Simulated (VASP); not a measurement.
# C (Fd-3m) in VASP: a series of runs

Runs on C. Level: PBE. Tasks: single point.

Program: VASP 6.6.1. These are calculated values, not measurements. Logs are shortened: lines on timing, memory, paths and dates and some standing lists are left out, and cuts for length are marked.

### 1 The cell of the first run

Symmetry: Fd-3m, No. 227, cubic system. The conventional cell has a = 3.571 Å, b = 3.571 Å, c = 3.571 Å, α = 90.00°, β = 90.00°, γ = 90.00°. Within 2.1 Å of C (site symmetry -43m) lie 4 C at 1.55 Å.

### 2 Single point, PBE

INCAR reads:

```
PREC     = Accurate       # precision mode
ENCUT    = 520            # plane-wave cutoff, eV
EDIFF    = 1E-6           # SCF threshold, eV
ISMEAR   = 0              # smearing method
SIGMA    = 0.05           # smearing width, eV
LREAL    = False          # projectors in reciprocal space
LASPH    = True           # aspherical terms in the spheres
NELM     = 60             # most SCF steps
ALGO     = Normal         # electronic algorithm
ISIF     = 2              # what is computed and relaxed
LWAVE    = False          # write WAVECAR
LCHARG   = False          # write CHGCAR
GGA      = PE             # functional
NBANDS   = 11             # bands
```

KPOINTS reads:

```
regular mesh
0
Gamma
  12 12 12
```

POSCAR reads:

```
C
1.0
    0.0000000000      1.7857375319      1.7857375319
    1.7857375319      0.0000000000      1.7857375319
    1.7857375319      1.7857375319      0.0000000000
C
2
Direct
    0.5000000000      0.5000000000      0.5000000000
    0.7500000000      0.7500000000      0.7500000000
```

Potentials or basis: VASP PAW PBE potentials, release 64 (C).

On the command line:

```console
$ cat potpaw_PBE.64/C/POTCAR > POTCAR
$ mpirun -np 1 vasp_std > vasp.out
```

OUTCAR:

```text
PREC = Accurate
   ENCUT = 520
   EDIFF = 1E-6
   ISMEAR = 0
   LREAL = False
   LASPH = True
   NELM = 60
   ISIF = 2
   GGA = PE

 ion  position               nearest neighbor table
   1  0.500  0.500  0.500-   2 1.55   2 1.55   2 1.55   2 1.55
   2  0.750  0.750  0.750-   1 1.55   1 1.55   1 1.55   1 1.55

  LATTYP: Found a face centered cubic cell.
 ALAT       =     3.5714750638

  Lattice vectors:

 A1 = (   0.0000000000,   1.7857375319,   1.7857375319)
 A2 = (   1.7857375319,   0.0000000000,   1.7857375319)
 A3 = (   1.7857375319,   1.7857375319,   0.0000000000)

Analysis of symmetry for initial positions (statically):
=====================================================================
 Subroutine PRICEL returns:
 Original cell was already a primitive cell.

 Routine SETGRP: Setting up the symmetry group for a
 face centered cubic supercell.

 Subroutine GETGRP returns: Found 48 space group operations
 (whereof 24 operations were pure point group operations)
 out of a pool of 48 trial point group operations.

The static configuration has the point symmetry T_d .
 The point group associated with its full space group is O_h .

Analysis of symmetry for dynamics (positions and initial velocities):
=====================================================================
 Subroutine PRICEL returns:
 Original cell was already a primitive cell.

 Routine SETGRP: Setting up the symmetry group for a
 face centered cubic supercell.

 Subroutine GETGRP returns: Found 48 space group operations
 (whereof 24 operations were pure point group operations)
 out of a pool of 48 trial point group operations.

The dynamic configuration has the point symmetry T_d .
 The point group associated with its full space group is O_h .

 Subroutine INISYM returns: Found 48 space group operations
 (whereof 24 operations are pure point group operations),
 and found     1 'primitive' translations

----------------------------------------------------------------------------------------

                                     Primitive cell

  volume of cell :      11.3889

  direct lattice vectors                    reciprocal lattice vectors
     0.000000000  1.785737532  1.785737532    -0.279996355  0.279996355  0.279996355
     1.785737532  0.000000000  1.785737532     0.279996355 -0.279996355  0.279996355
     1.785737532  1.785737532  0.000000000     0.279996355  0.279996355 -0.279996355

  length of vectors
     2.525414236  2.525414236  2.525414236     0.484967913  0.484967913  0.484967913

  position of ions in fractional coordinates (direct lattice)
     0.500000000  0.500000000  0.500000000
     0.750000000  0.750000000  0.750000000

  ion indices of the primitive-cell ions
   primitive index   ion index
                 1           1
                 2           2

----------------------------------------------------------------------------------------

 KPOINTS: regular mesh

Automatic generation of k-mesh.
 Grid dimensions read from file:
 generate k-points for:   12   12   12

 Generating k-lattice:

  Cartesian coordinates                     Fractional coordinates (reciprocal lattice)
    -0.023333030  0.023333030  0.023333030     0.083333333  0.000000000  0.000000000
     0.023333030 -0.023333030  0.023333030     0.000000000  0.083333333  0.000000000
     0.023333030  0.023333030 -0.023333030     0.000000000  0.000000000  0.083333333

  Length of vectors
     0.040413993  0.040413993  0.040413993

  Shift w.r.t. Gamma in fractional coordinates (k-lattice)
     0.000000000  0.000000000  0.000000000

 Subroutine IBZKPT returns following result:
 ===========================================

 Found     72 irreducible k-points:

 Following reciprocal coordinates:
            Coordinates               Weight
  0.000000  0.000000  0.000000      1.000000
  0.083333  0.000000  0.000000      8.000000
  0.166667  0.000000  0.000000      8.000000
  0.250000  0.000000  0.000000      8.000000
  0.333333  0.000000  0.000000      8.000000
  0.416667  0.000000  0.000000      8.000000
[... 16 lines left out ...]
  0.500000  0.166667  0.000000     24.000000
 -0.416667  0.166667  0.000000     24.000000
 [... further k-points ...]
   k-points           NKPTS =     72   k-points in BZ     NKDIM =     72   number of bands    NBANDS=     11
   number of dos      NEDOS =    301   number of ions     NIONS =      2
   total plane-waves  NPLWV =   8000
   dimension x,y,z NGX =    20 NGY =   20 NGZ =   20
   dimension x,y,z NGXF=    40 NGYF=   40 NGZF=   40
   ions per type =               2
   NGX,Y,Z   is equivalent  to a cutoff of  13.17, 13.17, 13.17 a.u.
   NGXF,Y,Z  is equivalent  to a cutoff of  26.33, 26.33, 26.33 a.u.
 SYSTEM =  unknown system
   PREC   = accura    normal or accurate (medium, high low for compatibility)
   ISTART =      0    job   : 0-new  1-cont  2-samecut
   ICHARG =      2    charge: 1-file 2-atom 10-const
   ISPIN  =      1    spin polarized calculation?
   LNONCOLLINEAR =      F non collinear calculations
   LSORBIT =      F    spin-orbit coupling
   LASPH  =      T    aspherical Exc in radial PAW
   ENCUT  =  520.0 eV  38.22 Ry    6.18 a.u.   4.70  4.70  4.70*2*pi/ulx,y,z
   NELM   =     60;   NELMIN=  2; NELMDL= -5     # of ELM steps
   EDIFF  = 0.1E-05   stopping-criterion for ELM
   LREAL  =      F    real-space projection
   EDIFFG = 0.1E-04   stopping-criterion for IOM
   NSW    =      0    number of steps for IOM
   IBRION =     -1    ionic relax: 0-MD 1-quasi-New 2-CG
   NFREE  =      0    steps in history (QN), initial steepest desc. (CG)
   ISIF   =      2    stress and relaxation
   ISYM   =      2    0-nonsym 1-usesym 2-fastsym
   POTIM  = 0.5000    time-step for ionic-motion
   TEBEG  =    0.0;   TEEND  =   0.0 temperature during run
   PSTRESS=    0.0 pullay stress
   NELECT =       8.0000    total number of electrons
   NUPDOWN=      -1.0000    fix difference up-down
   EMIN   =  10.00;   EMAX   =-10.00  energy-range for DOS
   EFERMI =   0.00;   METHOD = LEGACY
   ISMEAR =     0;   SIGMA  =   0.05  broadening in eV -4-tet -1-fermi 0-gaus
   EFERMI_NEDOS =   21; number of points for ismear=-14 and -15
   IALGO  =     38    algorithm
   IMIX   =      4    mixing-type and parameters
     AMIX     =   0.40;   BMIX     =  1.00
     AMIX_MAG =   1.60;   BMIX_MAG =  1.00
  volume/ion in A,a.u.               =       5.69        38.43
  Fermi-wavevector in a.u.,A,eV,Ry     =   1.455271  2.750063 28.814604  2.117814
  Thomas-Fermi vector in A             =   2.572325
   LORBIT       =      0    0 simple, 1 ext, 2 COOP (PROOUT), +10 PAW based schemes
   GGA     = PE    functional components
   LHFCALC =     F    Hartree Fock is set to
   AEXX    =    0.0000 exact exchange contribution
   IVDW    =     0    specifies the selected vdW correction
   LEPSILON=     F    determine dielectric tensor
   LRPA    =     F    only Hartree local field effects (RPA)
 non-spin polarized calculation
 Gauss-broadening in eV      SIGMA  =   0.05
  energy-cutoff  :      520.00
  volume of cell :       11.39
 maximum number of plane-waves:       331
   NGX =  9   NGY =  9   NGZ =  9

 number of electron       7.9999999 magnetization

 Free energy of the ion-electron system (eV)
  ---------------------------------------------------
  ext. energy  EPLUGINS =         0.00000000
  ---------------------------------------------------
  free energy    TOTEN  =       -18.18576166 eV

  energy without entropy =      -18.18576166  energy(sigma->0) =      -18.18576166

 E-fermi :   9.9638     XC(G=0): -13.2309

 val. band max:        9.6724153830   @ k =   0.0000   0.0000   0.0000
 cond. band min:      13.8165258833   @ k =   0.3333   0.3333   0.0000
 fundamental gap:      4.1441105003
 Fermi energy:         9.9637747820

 k-point     1 :       0.0000    0.0000    0.0000
  band No.  band energies     occupation
      1     -11.7513      2.00000
      2       9.6724      2.00000
      3       9.6724      2.00000
      4       9.6724      2.00000
      5      15.2515      0.00000
      6      15.2515      0.00000
      7      15.2515      0.00000
      8      22.9133      0.00000
      9      28.9155      0.00000
     10      36.1633      0.00000
     11      36.1633      0.00000

 k-point     2 :       0.0833    0.0000    0.0000
  band No.  band energies     occupation
      1     -11.5595      2.00000
      2       8.4503      2.00000
      3       9.3514      2.00000
      4       9.3514      2.00000
      5      15.6725      0.00000
      6      15.6725      0.00000
      7      15.9617      0.00000
      8      23.0816      0.00000
      9      29.2356      0.00000
     10      34.0453      0.00000
     11      34.0453      0.00000

 k-point     3 :       0.1667    0.0000    0.0000
  band No.  band energies     occupation
      1     -10.9864      2.00000
      2       5.9274      2.00000
      3       8.6537      2.00000
      4       8.6537      2.00000
      5      16.5882      0.00000
      6      16.5882      0.00000
      7      17.0407      0.00000
      8      23.5653      0.00000
      9      29.9048      0.00000
     10      32.4539      0.00000
     11      32.4539      0.00000

 k-point     4 :       0.2500    0.0000    0.0000
  band No.  band energies     occupation
      1     -10.0405      2.00000
      2       3.1003      2.00000
      3       7.9337      2.00000
      4       7.9337      2.00000
      5      17.4430      0.00000
      6      17.4430      0.00000
      7      17.7810      0.00000
      8      24.2446      0.00000
      9      30.3329      0.00000
     10      32.0370      0.00000
     11      32.0370      0.00000
[... 239 lines left out ...]
 k-point    22 :       0.4167    0.1667    0.0000
  band No.  band energies     occupation
      1      -7.5912      2.00000
      2      -0.0735      2.00000
      3       5.4145      2.00000
      4       5.6354      2.00000
      5      16.3339      0.00000
      6      20.6341      0.00000
      7      20.7367      0.00000
      8      22.3270      0.00000
      9      30.6983      0.00000
     10      32.0586      0.00000
     11      37.0231      0.00000

 k-point    23 :       0.5000    0.1667    0.0000
  band No.  band energies     occupation
      1      -6.0167      2.00000
      2      -2.3036      2.00000
      3       4.6997      2.00000
      4       5.7220      2.00000
      5      16.7555      0.00000
      6      20.3659      0.00000
      7      20.8489      0.00000
      8      23.9205      0.00000
      9      29.7671      0.00000
     10      33.4188      0.00000
     11      36.2100      0.00000

 k-point    24 :      -0.4167    0.1667    0.0000
  band No.  band energies     occupation
      1      -5.5902      2.00000
      2      -2.8160      2.00000
      3       4.2153      2.00000
      4       6.0987      2.00000
      5      17.1914      0.00000
      6      19.8780      0.00000
      7      20.8267      0.00000
      8      25.0668      0.00000
      9      29.0761      0.00000
     10      33.8161      0.00000
     11      34.1726      0.00000

 [... further k-points ...]
[... 5 lines left out ...]
  --------------------------------------------------------------------------------------
  -------------------------------------------------------------------------------------
  Total        0.0500227      0.0500227      0.0500227     -0.0000000     -0.0000000      0.0000000
  in kB        7.0371246      7.0371246      7.0371246     -0.0000000     -0.0000000      0.0000000
  external PRESSURE =       7.0371246 kB  Pullay stress =       0.0000000 kB

 VOLUME and BASIS-vectors are now :
 -----------------------------------------------------------------------------
  energy-cutoff  :      520.00
  volume of cell :       11.39
      direct lattice vectors                 reciprocal lattice vectors
     0.000000000  1.785737532  1.785737532    -0.279996355  0.279996355  0.279996355
     1.785737532  0.000000000  1.785737532     0.279996355 -0.279996355  0.279996355
     1.785737532  1.785737532  0.000000000     0.279996355  0.279996355 -0.279996355

 POSITION                                       TOTAL-FORCE (eV/Angst)
 -----------------------------------------------------------------------------------
      1.78574      1.78574      1.78574        -0.000000     -0.000000     -0.000000
      2.67861      2.67861      2.67861         0.000000      0.000000      0.000000
 -----------------------------------------------------------------------------------
    total drift:                                0.000000     -0.000000      0.000000

  FREE ENERGIE OF THE ION-ELECTRON SYSTEM (eV)
  ---------------------------------------------------
  free  energy   TOTEN  =       -18.1857616615 eV

  energy  without entropy=      -18.1857616615  energy(sigma->0) =      -18.18576166
```

Run time: 11 s. Hardware: 1 thread of AMD EPYC 7R43 (Zen 3), shared host; peak memory 0.08 GiB.

Results:

```
Free energy            : -18.1858 eV
Pressure               : 0.7 GPa
Band gap on the k mesh : 4.14 eV, indirect (least direct gap 5.58 eV)
```

Levels at points of the mesh, in eV from the valence-band top:
```tsv
k point	band 2	band 3	band 4	band 5	band 6	band 7
(0.00, 0.00, 0.00)	0.00	0.00	0.00	5.58	5.58	5.58
(0.50, 0.00, 0.00)	-13.33	-2.79	-2.79	8.44	8.44	8.79
(0.50, 0.50, 0.00)	-12.74	-6.27	-6.27	4.75	4.75	16.75
```

### 3 Single point, PBE

This run uses another cell than the first one: it holds 8 atoms, not 2.

INCAR reads:

```
SYSTEM = C
  ALGO = Normal
  EDIFF = 1E-6
  ENCUT = 520
  GGA = PE
  ISIF = 2
  ISMEAR = 0
  LASPH = .TRUE.
  LCHARG = .FALSE.
  LREAL = .FALSE.
  LWAVE = .FALSE.
  NBANDS = 26
  NELM = 80
  PREC = Accurate
  SIGMA = 0.05
```

KPOINTS reads:

```
k-points
0
G
  6 6 6
  0 0 0
```

POSCAR reads:

```
C
1.0
    3.5714750638      0.0000000000      0.0000000000
    0.0000000000     -3.5714750638      0.0000000000
    0.0000000000      0.0000000000     -3.5714750638
C
8
Direct
    0.5000000000      0.0000000000      0.0000000000
    0.0000000000      0.5000000000      0.0000000000
    0.0000000000      0.0000000000      0.5000000000
    0.5000000000      0.5000000000      0.5000000000
    0.7500000000      0.7500000000      0.7500000000
    0.2500000000      0.2500000000      0.7500000000
    0.2500000000      0.7500000000      0.2500000000
    0.7500000000      0.2500000000      0.2500000000
```

Potentials or basis: VASP PAW PBE potentials, release 64 (C).

On the command line:

```console
$ cat potpaw_PBE.64/C/POTCAR > POTCAR
$ mpirun -np 1 vasp_std > vasp.out
```

Run time: 28 s. Hardware: 1 thread of AMD EPYC 7R43 (Zen 3), shared host; peak memory 0.11 GiB.

The run converged. Its results:

| Property | Result |
| --- | --- |
| Free energy | -72.7429 eV |
| Pressure | 0.7 GPa |
| Band gap on the k mesh | 4.14 eV |

Levels at points of the mesh, in eV from the valence-band top:
```tsv
k point	band 14	band 15	band 16	band 17	band 18	band 19
(0.00, 0.00, 0.00)	0.00	0.00	0.00	4.75	4.75	4.75
(0.50, 0.00, 0.00)	-4.10	-4.10	-4.10	4.43	4.43	10.22
(0.50, 0.50, 0.00)	-3.00	-3.00	-3.00	7.91	7.91	7.91
(0.50, 0.50, 0.50)	-2.79	-2.79	-2.79	8.44	8.44	8.44
```
